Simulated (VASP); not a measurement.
# Si24SnC23 (a cell with a defect) in VASP: electric field gradients with PBE

Aim: the electric field gradients of Si24SnC23 (a cell with a defect) with PBE.

All numbers are computed with VASP 6.6.1; they aren't measurements. Logs are shortened: lines on timing, memory, paths and dates and some standing lists are left out, and cuts for length are marked.

## Step 1: The cell of the first run

The cell holds a defect, 48 atoms: a = 6.190 Å, b = 6.190 Å, c = 15.170 Å, α = 90.00°, β = 90.00°, γ = 120.00°.

## Step 2: Electric field gradients, PBE

INCAR reads:

```
  PREC = Accurate
  ENCUT = 520
  EDIFF = 1E-8
  ISMEAR = -1
  SIGMA = 0.01
  LREAL = Auto
  LASPH = True
  NELM = 60
  ALGO = Normal
  ISIF = 2
  LWAVE = False
  LCHARG = False
  GGA = PE
  LEFG = True
  NBANDS = 131
```

KPOINTS reads:

```
regular mesh
0
Gamma
  4 4 2
```

POSCAR reads:

```
Si24SnC23
1.0
    6.1900000000      0.0000000000      0.0000000000
   -3.0950000000      5.3606972494      0.0000000000
    0.0000000000      0.0000000000     15.1700000000
Si Sn C
24 1 23
Direct
    0.0000000000      0.0000000000      0.1250000000
    0.0000000000      0.5000000000      0.1250000000
    0.5000000000      0.0000000000      0.1250000000
    0.5000000000      0.5000000000      0.1250000000
    0.0000000000      0.0000000000      0.6250000000
    0.0000000000      0.5000000000      0.6250000000
    0.5000000000      0.0000000000      0.6250000000
    0.5000000000      0.5000000000      0.6250000000
    0.1666666666      0.3333333334      0.2917000000
    0.1666666666      0.8333333334      0.2917000000
    0.6666666666      0.3333333334      0.2917000000
    0.6666666666      0.8333333334      0.2917000000
    0.3333333334      0.1666666666      0.7917000000
    0.3333333334      0.6666666666      0.7917000000
    0.8333333334      0.1666666666      0.7917000000
    0.8333333334      0.6666666666      0.7917000000
    0.1666666666      0.3333333334      0.9583000000
    0.1666666666      0.8333333334      0.9583000000
    0.6666666666      0.3333333334      0.9583000000
    0.6666666666      0.8333333334      0.9583000000
    0.3333333334      0.1666666666      0.4583000000
    0.3333333334      0.6666666666      0.4583000000
    0.8333333334      0.1666666666      0.4583000000
    0.8333333334      0.6666666666      0.4583000000
    0.0000000000      0.0000000000      0.0000000000
    0.0000000000      0.5000000000      0.0000000000
    0.5000000000      0.0000000000      0.0000000000
    0.5000000000      0.5000000000      0.0000000000
    0.0000000000      0.0000000000      0.5000000000
    0.0000000000      0.5000000000      0.5000000000
    0.5000000000      0.0000000000      0.5000000000
    0.5000000000      0.5000000000      0.5000000000
    0.1666666666      0.3333333334      0.1667000000
    0.1666666666      0.8333333334      0.1667000000
    0.6666666666      0.3333333334      0.1667000000
    0.6666666666      0.8333333334      0.1667000000
    0.3333333334      0.1666666666      0.6667000000
    0.3333333334      0.6666666666      0.6667000000
    0.8333333334      0.1666666666      0.6667000000
    0.8333333334      0.6666666666      0.6667000000
    0.1666666666      0.3333333334      0.8333000000
    0.1666666666      0.8333333334      0.8333000000
    0.6666666666      0.3333333334      0.8333000000
    0.6666666666      0.8333333334      0.8333000000
    0.3333333334      0.1666666666      0.3333000000
    0.3333333334      0.6666666666      0.3333000000
    0.8333333334      0.1666666666      0.3333000000
    0.8333333334      0.6666666666      0.3333000000
```

Potentials or basis: VASP PAW PBE potentials, release 64 (Si, Sn_d, C).

Started as:

```
> cat potpaw_PBE.64/Si/POTCAR potpaw_PBE.64/Sn_d/POTCAR potpaw_PBE.64/C/POTCAR > POTCAR
> mpirun -np 1 vasp_std > vasp.out
```

OUTCAR:

```text
PREC = Accurate
   ENCUT = 520
   EDIFF = 1E-8
   ISMEAR = -1
   LREAL = Auto
   LASPH = True
   NELM = 60
   ISIF = 2
   GGA = PE

 ion  position               nearest neighbor table
   1  0.000  0.000  0.125-  34 1.90  33 1.90  36 1.90  25 1.90   2 3.09   4 3.09   2 3.09   4 3.09
                             3 3.10   3 3.10  18 3.10  10 3.10   9 3.10  17 3.10  20 3.10  12 3.10
   2  0.000  0.500  0.125-  33 1.90  34 1.90  35 1.90  26 1.90   1 3.09   3 3.09   1 3.09   3 3.09
                             4 3.10   4 3.10  17 3.10   9 3.10  18 3.10  10 3.10  19 3.10  11 3.10
   3  0.500  0.000  0.125-  36 1.90  35 1.90  34 1.90  27 1.90   2 3.09   4 3.09   4 3.09   2 3.09
                             1 3.10   1 3.10  20 3.10  12 3.10  11 3.10  19 3.10  18 3.10  10 3.10
   4  0.500  0.500  0.125-  35 1.90  36 1.90  33 1.90  28 1.90   1 3.09   3 3.09   3 3.09   1 3.09
                             2 3.10   2 3.10  19 3.10  11 3.10  20 3.10  12 3.10  17 3.10   9 3.10
   5  0.000  0.000  0.625-  39 1.90  40 1.90  37 1.90  29 1.90   6 3.09   8 3.09   6 3.09   8 3.09
                             7 3.10   7 3.10  23 3.10  15 3.10  24 3.10  16 3.10  21 3.10  13 3.10
   6  0.000  0.500  0.625-  40 1.90  39 1.90  38 1.90  30 1.90   5 3.09   7 3.09   5 3.09   7 3.09
                             8 3.10   8 3.10  24 3.10  16 3.10  15 3.10  23 3.10  22 3.10  14 3.10
   7  0.500  0.000  0.625-  37 1.90  38 1.90  39 1.90  31 1.90   6 3.09   8 3.09   8 3.09   6 3.09
                             5 3.10   5 3.10  21 3.10  13 3.10  22 3.10  14 3.10  23 3.10  15 3.10
   8  0.500  0.500  0.625-  38 1.90  37 1.90  40 1.90  32 1.90   5 3.09   7 3.09   7 3.09   5 3.09
                             6 3.10   6 3.10  22 3.10  14 3.10  13 3.10  21 3.10  24 3.10  16 3.10
   9  0.167  0.333  0.292-  46 1.90  47 1.90  45 1.90  33 1.90  10 3.09  12 3.09  10 3.09  12 3.09
[... 53 lines left out ...]
  47  0.833  0.167  0.333-  12 1.90   9 1.90  11 1.90  23 1.90
  48  0.833  0.667  0.333-  11 1.90  10 1.90  12 1.90  24 1.90

  LATTYP: Found a hexagonal cell.
 ALAT       =     6.1900000000
 C/A-ratio  =     2.4507269790

  Lattice vectors:

 A1 = (   6.1900000000,   0.0000000000,   0.0000000000)
 A2 = (  -3.0950000000,   5.3606972494,   0.0000000000)
 A3 = (   0.0000000000,   0.0000000000,  15.1700000000)

Analysis of symmetry for initial positions (statically):
=====================================================================
 Subroutine PRICEL returns:
 Original cell was already a primitive cell.

 Routine SETGRP: Setting up the symmetry group for a
 hexagonal supercell.

 Subroutine GETGRP returns: Found  6 space group operations
 (whereof  6 operations were pure point group operations)
 out of a pool of 24 trial point group operations.

The static configuration has the point symmetry C_3v.

Analysis of symmetry for dynamics (positions and initial velocities):
=====================================================================
 Subroutine PRICEL returns:
 Original cell was already a primitive cell.

 Routine SETGRP: Setting up the symmetry group for a
 hexagonal supercell.

 Subroutine GETGRP returns: Found  6 space group operations
 (whereof  6 operations were pure point group operations)
 out of a pool of 24 trial point group operations.

The dynamic configuration has the point symmetry C_3v.

 Subroutine INISYM returns: Found  6 space group operations
 (whereof  6 operations are pure point group operations),
 and found     1 'primitive' translations

----------------------------------------------------------------------------------------

                                     Primitive cell

  volume of cell :     503.3818

  direct lattice vectors                    reciprocal lattice vectors
     6.190000000  0.000000000  0.000000000     0.161550889  0.093271449  0.000000000
    -3.095000000  5.360697249  0.000000000     0.000000000  0.186542898  0.000000000
     0.000000000  0.000000000 15.170000000     0.000000000  0.000000000  0.065919578

  length of vectors
     6.190000000  6.190000000 15.170000000     0.186542898  0.186542898  0.065919578

  position of ions in fractional coordinates (direct lattice)
     0.000000000  0.000000000  0.125000000
     0.000000000  0.500000000  0.125000000
     0.500000000  0.000000000  0.125000000
     0.500000000  0.500000000  0.125000000
     0.000000000  0.000000000  0.625000000
     0.000000000  0.500000000  0.625000000
[... 40 lines left out ...]
     0.833333333  0.166666667  0.333300000
     0.833333333  0.666666667  0.333300000

  ion indices of the primitive-cell ions
   primitive index   ion index
[... 119 lines left out ...]
   EFERMI_NEDOS =   21; number of points for ismear=-14 and -15
   IALGO  =     38    algorithm
   IMIX   =      4    mixing-type and parameters
     AMIX     =   0.40;   BMIX     =  1.00
     AMIX_MAG =   1.60;   BMIX_MAG =  1.00
  volume/ion in A,a.u.               =      10.49        70.77
  Fermi-wavevector in a.u.,A,eV,Ry     =   1.207516  2.281874 19.838575  1.458094
  Thomas-Fermi vector in A             =   2.343151
   LORBIT       =      0    0 simple, 1 ext, 2 COOP (PROOUT), +10 PAW based schemes
   GGA     = PE    functional components
   LHFCALC =     F    Hartree Fock is set to
   AEXX    =    0.0000 exact exchange contribution
   IVDW    =     0    specifies the selected vdW correction
   LEPSILON=     F    determine dielectric tensor
   LRPA    =     F    only Hartree local field effects (RPA)
 non-spin polarized calculation
  energy-cutoff  :      520.00
  volume of cell :      503.38
 maximum number of plane-waves:     13665
 NGX is ok and might be reduce to    48
   NGX = 23   NGY = 23   NGZ = 57

 number of electron     202.0000012 magnetization

 Free energy of the ion-electron system (eV)
  ---------------------------------------------------
  ext. energy  EPLUGINS =         0.00000000
  ---------------------------------------------------
  free energy    TOTEN  =      -335.57751412 eV

  energy without entropy =     -335.57751412  energy(sigma->0) =     -335.57751412

 E-fermi :   9.2470     XC(G=0): -11.4090

 val. band max:        8.9588503625   @ k =   0.0000   0.0000   0.0000
 cond. band min:      10.3749054134   @ k =   0.0000   0.0000   0.0000
 fundamental gap:      1.4160550509
 Fermi energy:         9.2470240312

 k-point     1 :       0.0000    0.0000    0.0000
  band No.  band energies     occupation
      1     -14.4228      2.00000
      2     -14.4181      2.00000
      3     -14.4181      2.00000
      4     -13.9975      2.00000
      5     -13.9975      2.00000
      6      -7.0907      2.00000
[... 917 lines left out ...]
    112      13.3058      0.00000
    113      13.3975      0.00000
 [bands above 113 left out]

------------------------ aborting loop because EDIFF is reached ----------------------------------------

  FORCE on cell =-STRESS in cart. coord.  units (eV):
  Direction    XX          YY          ZZ          XY          YZ          ZX
  --------------------------------------------------------------------------------------
  -------------------------------------------------------------------------------------
  Total       54.2860466     54.2860466     57.3619651     -0.0000000     -0.0000000     -0.0000000
  in kB      172.7831101    172.7831101    182.5732276     -0.0000000     -0.0000000     -0.0000000
  external PRESSURE =     176.0464826 kB  Pullay stress =       0.0000000 kB

 VOLUME and BASIS-vectors are now :
 -----------------------------------------------------------------------------
  energy-cutoff  :      520.00
  volume of cell :      503.38
      direct lattice vectors                 reciprocal lattice vectors
     6.190000000  0.000000000  0.000000000     0.161550889  0.093271449  0.000000000
    -3.095000000  5.360697249  0.000000000     0.000000000  0.186542898  0.000000000
     0.000000000  0.000000000 15.170000000     0.000000000  0.000000000  0.065919578

 POSITION                                       TOTAL-FORCE (eV/Angst)
 -----------------------------------------------------------------------------------
      0.00000      0.00000      1.89625        -0.000000      0.000000     18.901573
     -1.54750      2.68035      1.89625         0.035448      0.020466      0.155385
      3.09500      0.00000      1.89625        -0.000000     -0.040932      0.155385
      1.54750      2.68035      1.89625        -0.035448      0.020466      0.155385
      0.00000      0.00000      9.48125        -0.000000      0.000000      0.038715
     -1.54750      2.68035      9.48125         0.038348      0.022140      0.041075
[... 40 lines left out ...]
      4.64250      0.89345      5.05616         0.004743     -0.002738     -0.049769
      3.09500      3.57380      5.05616        -0.000000      0.005477     -0.049769
 -----------------------------------------------------------------------------------
    total drift:                               -0.000000     -0.000000     -0.018477

  FREE ENERGIE OF THE ION-ELECTRON SYSTEM (eV)
  ---------------------------------------------------
  free  energy   TOTEN  =      -335.5775141246 eV

  energy  without entropy=     -335.5775141246  energy(sigma->0) =     -335.57751412

 Electric field gradients (V/A^2)
---------------------------------------------------------------------
 ion       V_xx      V_yy      V_zz      V_xy      V_xz      V_yz
---------------------------------------------------------------------
   1      34.347    34.347   -68.694    -0.000     0.000    -0.000
   2       0.752     0.313    -1.065     0.380     0.000     0.000
   3       0.093     0.971    -1.065    -0.000     0.000    -0.000
   4       0.752     0.313    -1.065    -0.380    -0.000     0.000
   5       0.909     0.909    -1.818    -0.000    -0.000     0.000
   6       0.657     1.025    -1.683    -0.319    -0.183    -0.106
[... 40 lines left out ...]
  47      -0.112    -0.159     0.271    -0.041    -0.041     0.024
  48      -0.183    -0.088     0.271    -0.000     0.000    -0.048
---------------------------------------------------------------------

 Electric field gradients after diagonalization (V/A^2)
 (convention: |V_zz| > |V_xx| > |V_yy|)
----------------------------------------------------------------------
 ion       V_xx      V_yy      V_zz     asymmetry (V_yy - V_xx)/ V_zz
----------------------------------------------------------------------
   1      34.347    34.347   -68.694       0.000
   2       0.971     0.093    -1.065       0.825
   3       0.971     0.093    -1.065       0.825
   4       0.971     0.093    -1.065       0.825
   5       0.909     0.909    -1.818       0.000
   6       1.210     0.494    -1.703       0.420
[... 40 lines left out ...]
  47      -0.183    -0.094     0.277       0.322
  48      -0.183    -0.094     0.277       0.319
----------------------------------------------------------------------

           NMR quadrupolar parameters

 Cq : quadrupolar parameter    Cq=e*Q*V_zz/h
 eta: asymmetry parameters     (V_yy - V_xx)/ V_zz
 Q  : nuclear electric quadrupole moment in mb (millibarn)
----------------------------------------------------------------------
 ion       Cq(MHz)       eta       Q (mb)
----------------------------------------------------------------------
   1      -0.166       0.000       1.000
   2      -0.003       0.825       1.000
   3      -0.003       0.825       1.000
   4      -0.003       0.825       1.000
   5      -0.004       0.000       1.000
   6      -0.004       0.420       1.000
[... 40 lines left out ...]
  47       0.001       0.322       1.000
  48       0.001       0.319       1.000
----------------------------------------------------------------------
```

It took 19 min on 1 thread of Intel Xeon Platinum 8259CL at 2.50GHz (Skylake/Cascade Lake), shared host; peak memory 0.77 GiB.

What came out:

- Free energy: -335.5775 eV
- Pressure: 17.6 GPa
- Largest force: 18.902 eV/Å
- Band gap on the k mesh: 1.42 eV
- Largest electric field gradient by atom: Si -68.7, -1.1, -1.8, -1.7, +1.3, +2.0, -0.8, +3.4, -66.0, +1.7, +1.9, +1.1 (each value once); Sn +28.2; C -3.2, +1.7, -1.2, +0.1, +0.7, -0.3, -1.0, +0.2, +0.3 (each value once) V/Å²

Forces in eV/Å, atoms in the order of the input:
```
Si    0.000   0.000  18.902
Si    0.035   0.020   0.155
Si    0.000  -0.041   0.155
Si   -0.035   0.020   0.155
Si    0.000   0.000   0.039
Si    0.038   0.022   0.041
Si    0.000  -0.044   0.041
Si   -0.038   0.022   0.041
Si    0.000   0.084   0.028
Si    0.073  -0.042   0.028
Si    0.000   0.000   0.070
Si   -0.073  -0.042   0.028
Si    0.020   0.012  -0.079
Si    0.000   0.000  -0.100
Si   -0.020   0.012  -0.079
Si    0.000  -0.023  -0.079
Si    0.000  17.776  -6.305
Si   15.395  -8.888  -6.305
Si    0.000   0.000  -0.032
Si  -15.395  -8.888  -6.305
Si    0.007   0.004   0.058
Si    0.000   0.000   0.028
Si   -0.007   0.004   0.058
Si    0.000  -0.008   0.058
Sn    0.000   0.000  -0.102
C     0.095   0.055  -0.184
C     0.000  -0.110  -0.184
C    -0.095   0.055  -0.184
C     0.000   0.000  -0.138
C    -0.015  -0.009  -0.137
C     0.000   0.017  -0.137
C     0.015  -0.009  -0.137
C     0.000   0.217   0.456
C     0.188  -0.109   0.456
C     0.000   0.000   0.035
C    -0.188  -0.109   0.456
C    -0.006  -0.004   0.060
C     0.000   0.000  -0.038
C     0.006  -0.004   0.060
C     0.000   0.007   0.060
C     0.000   0.325  -0.299
C     0.281  -0.162  -0.299
C     0.000   0.000   0.012
C    -0.281  -0.162  -0.299
C    -0.005  -0.003  -0.050
C     0.000   0.000   0.093
C     0.005  -0.003  -0.050
C     0.000   0.005  -0.050
```

Electric field gradients, principal values (V/Å²):
```
 atom    least   middle  greatest (by size)
 1 Si   34.347   34.347             -68.694
 2 Si    0.093    0.971              -1.065
 3 Si    0.093    0.971              -1.065
 4 Si    0.093    0.971              -1.065
 5 Si    0.909    0.909              -1.818
 6 Si    0.494    1.210              -1.703
 7 Si    0.494    1.210              -1.703
 8 Si    0.494    1.209              -1.703
 9 Si   -0.388   -0.960               1.348
10 Si   -0.388   -0.960               1.348
11 Si   -1.000   -1.000               2.000
12 Si   -0.388   -0.960               1.348
13 Si    0.103    0.698              -0.801
14 Si   -1.708   -1.708               3.416
15 Si    0.103    0.698              -0.801
16 Si    0.103    0.698              -0.801
17 Si   31.383   34.654             -66.037
18 Si   31.383   34.654             -66.037
19 Si   -0.861   -0.861               1.722
20 Si   31.383   34.654             -66.037
21 Si   -0.920   -0.998               1.918
22 Si   -0.547   -0.547               1.094
23 Si   -0.919   -0.998               1.918
24 Si   -0.920   -0.998               1.918
25 Sn  -14.117  -14.120              28.237
 26 C    0.215    2.963              -3.178
 27 C    0.215    2.963              -3.178
 28 C    0.216    2.963              -3.179
 29 C   -0.846   -0.846               1.692
 30 C   -0.747   -0.913               1.660
 31 C   -0.747   -0.913               1.660
 32 C   -0.748   -0.912               1.660
 33 C    0.140    1.023              -1.163
 34 C    0.141    1.023              -1.163
 35 C   -0.062   -0.062               0.124
 36 C    0.140    1.023              -1.163
 37 C   -0.307   -0.418               0.725
 38 C    0.128    0.129              -0.257
 39 C   -0.307   -0.419               0.725
 40 C   -0.307   -0.418               0.725
 41 C    0.224    0.807              -1.030
 42 C    0.224    0.806              -1.030
 43 C   -0.094   -0.094               0.188
 44 C    0.224    0.807              -1.030
 45 C   -0.094   -0.183               0.277
 46 C   -0.130   -0.130               0.260
 47 C   -0.094   -0.183               0.277
 48 C   -0.094   -0.183               0.277
```

Caveat: without QUAD_EFG the Cq values of the log hold for a quadrupole moment of 1 mb, not for the nuclei; spin-orbit coupling is left out, which moves the levels of the heavy elements.
